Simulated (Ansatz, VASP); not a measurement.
Rb: VASP beside Ansatz

Contents of INCAR:

```
ALGO = Normal ; EDIFF = 1E-6
ENCUT = 520 ; ISIF = 2
ISMEAR = -1 ; LASPH = T
LCHARG = F ; LREAL = F
LWAVE = F ; NBANDS = 10
NELM = 80 ; PREC = Accurate
SIGMA = 0.05
```

KPOINTS

```
k-points
0
Gamma
  10 10 10
```

Contents of POSCAR:

```
Rb
1.0
    4.3003476553      0.0000000000      0.0000000000
    0.0000000000      4.3003476553      0.0000000000
    0.0000000000      0.0000000000      4.3003476553
Rb
1
Direct
    0.0000000000      0.0000000000      0.0000000000
```

Input for Ansatz:

```yaml
crystal:
  lattice:
    - [4.3003476553, 0.0, 0.0]
    - [0.0, 4.3003476553, 0.0]
    - [0.0, 0.0, 4.3003476553]
  atoms:
    - { symbol: Rb, position: [0.0, 0.0, 0.0] }
kpoints:
  mp_grid: { grid: [10, 10, 10] }
scf:
  occupations: { method: fermi_dirac, width: 0.05 }
hamiltonian:
  xc: lda
  pseudopotentials: { kind: all_electron, lapw: { basis_error: 0.001 } }
output:
  forces: true
  stress: true
  eigenvalues: true
  populations: true
```

Change from the starting cell: volume scaled by 0.95, LAPW.

Alike in both runs: task single point; functional LDA; k mesh 10 × 10 × 10; occupations fermi-dirac, width 0.05 eV; no spin polarisation.

|  | VASP | Ansatz |
| --- | --- | --- |
| version | VASP 6.6.1 | Ansatz 0.2.0 |
| potentials or method | VASP PAW LDA potentials, release 64 (Rb_sv), cutoff 520 eV | all-electron LAPW, scalar-relativistic |

|  | VASP | Ansatz | Ansatz less VASP |
| --- | --- | --- | --- |
| pressure (GPa) | 0.2 | 0.2 | +0.01 |

LDA's correlation is that of Perdew and Zunger in VASP and of Perdew and Wang (1992) in Ansatz. Ansatz ran all-electron here, and VASP with PAW potentials.
